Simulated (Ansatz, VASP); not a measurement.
## BaTe in VASP and in Ansatz

Contents of INCAR:

```
ALGO = Normal
EDIFF = 1E-6
ENCUT = 520
GGA = PE
ISIF = 2
ISMEAR = -1
LASPH = True
LCHARG = False
LREAL = False
LWAVE = False
NBANDS = 15
NELM = 100
PREC = Accurate
SIGMA = 0.05
```

Contents of KPOINTS:

```
k-points
0
Gamma
  9 9 9
```

File POSCAR:

```
BaTe
1.0
    4.1564905238      0.0000000000      0.0000000000
    0.0000000000      4.1564905238      0.0000000000
    0.0000000000      0.0000000000      4.1564905238
Ba Te
1 1
Direct
    0.0000000000      0.0000000000      0.0000000000
    0.5000000000      0.5000000000      0.5000000000
```

Input for Ansatz:

```yaml
crystal:
  lattice:
    - [4.1564905238, 0.0, 0.0]
    - [0.0, 4.1564905238, 0.0]
    - [0.0, 0.0, 4.1564905238]
  atoms:
    - { symbol: Ba, position: [0.0, 0.0, 0.0] }
    - { symbol: Te, position: [0.5, 0.5, 0.5] }
kpoints:
  mp_grid: { grid: [9, 9, 9] }
scf:
  occupations: { method: fermi_dirac, width: 0.05 }
hamiltonian:
  xc: pbe
  pseudopotentials: { kind: all_electron, lapw: { basis_error: 0.001 } }
output:
  forces: true
  stress: true
  eigenvalues: true
```

Change from the starting cell: volume scaled by 0.9405.

Alike in both runs: task single point; functional PBE; k mesh 9 × 9 × 9; occupations fermi-dirac, width 0.05 eV; no spin polarisation.

```csv
,VASP,Ansatz
version,VASP 6.6.1,Ansatz 0.2.0
potentials or method,"VASP PAW PBE potentials, release 64 (Ba_sv, Te), cutoff 520 eV","all-electron LAPW, scalar-relativistic"
```

Ansatz gave:

* pressure (GPa): 2.3

What did VASP give for the same quantities?

Pressure (GPa): 2.9.

Ansatz ran all-electron here, and VASP with PAW potentials.

Spin-orbit coupling is off throughout.
